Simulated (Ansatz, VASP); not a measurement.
## Hf in VASP and in Ansatz

The input INCAR:

```
SYSTEM = Hf
ALGO = Fast
EDIFF = 1E-6
ENCUT = 520
GGA = PS
ISIF = 2
ISMEAR = 0
LASPH = .TRUE.
LCHARG = .FALSE.
LREAL = .FALSE.
LWAVE = .FALSE.
NBANDS = 17
NELM = 60
PREC = Accurate
SIGMA = 0.15
```

KPOINTS

```
k-points
0
G
  18 18 10
  0 0 0
```

The input POSCAR:

```
Hf
1.0
    3.3183000000      0.0000000000      0.0000000000
   -1.6591500000      2.8737320974      0.0000000000
    0.0000000000      0.0000000000      4.3967000000
Hf
2
Direct
    0.3333333333      0.6666666667      0.2500000000
    0.6666666667      0.3333333333      0.7500000000
```

Input for Ansatz:

```yaml
crystal:
  lattice:
    - [3.3183, 0.0, 0.0]
    - [-1.65915, 2.8737320974, 0.0]
    - [0.0, 0.0, 4.3967]
  atoms:
    - { symbol: Hf, position: [0.3333333333, 0.6666666667, 0.25] }
    - { symbol: Hf, position: [0.6666666667, 0.3333333333, 0.75] }
basis:
  ecutwfc: 420
kpoints:
  mp_grid: { grid: [18, 18, 10] }
hamiltonian:
  xc: pbesol
  pseudopotentials: { kind: paw }
scf:
  occupations: { method: gaussian, width: 0.15 }
output:
  forces: true
  stress: true
  eigenvalues: true
```

Alike in both runs: task single point; functional PBEsol; k mesh 18 × 18 × 10; occupations gaussian, width 0.15 eV; no spin polarisation.

```csv
,VASP,Ansatz
version,VASP 6.6.1,Ansatz 0.2.0
potentials or method,"VASP PAW PBE potentials, release 64 (Hf_pv), cutoff 520 eV","scalar-relativistic, plane waves, PAW"
valence electrons in the cell,20,52
```

```csv
,VASP,Ansatz,Ansatz less VASP
gap on the k mesh at the Fermi level (eV),none,none,-
pressure (GPa),4.9,5.3,+0.44
"traceless stress, the component that is largest in VASP (GPa)",12.94,12.94,-0.001
```

VASP's potentials were made for PBE, not for PBEsol. A gap of «none» marks a metal or a gap that the smearing closes. With one functional, cell and mesh, what is left measures potentials, basis and numerics. VASP's potentials hold 20 valence electrons a cell and Ansatz's 52, so a difference there can come from the potentials and not from the codes.

Spin-orbit coupling is off throughout.
